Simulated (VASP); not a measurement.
PbF2, 3 atoms in the cell. Symmetry: R3m, No. 160, trigonal system. Conventional cell: a = 4.183 Å, b = 4.183 Å, c = 10.247 Å, α = 90.00°, β = 90.00°, γ = 120.00°. Pb (site symmetry 3m) has 1 F at 1.64 Å within 2.2 Å. Within 2.2 Å of F (site symmetry 3m) lie 1 Pb at 1.64 Å. F (site symmetry 3m) has 4 Pb at 2.45 to 3.02 Å and 6 F at 2.72 to 3.25 Å within 3.3 Å.  This cell differs from its parent crystal: shortest bond scaled by 0.64.

```yaml
Program: VASP 6.6.1
Task: single point
Functional: PBE
Potentials_or_basis: VASP PAW PBE potentials, release 64 (Pb_d, F)
Cutoff: 520 eV
k_mesh: 7 × 7 × 7
Occupations: fermi-dirac, width 0.03 eV
Spin: no spin polarisation
Dipole_correction: no
Further_INCAR_settings: ALGO = Normal; EDIFF = 1e-06; NBANDS = 21
```

Potentials or basis: VASP PAW PBE potentials, release 64 (Pb_d, F).

Launch:

```bash
$ cat potpaw_PBE.64/Pb_d/POTCAR potpaw_PBE.64/F/POTCAR > POTCAR
$ mpirun -np 1 vasp_std > vasp.out
```

Hardware: 1 thread of Intel Xeon 8259CL, on a shared host.

**Question.** How long does it take, and how much memory?

**Answer.** Run time: 48 s on 1 thread of Intel Xeon 8259CL (shared host), peak memory 0.2 GiB. Counts: scf iterations 14, k points 44.
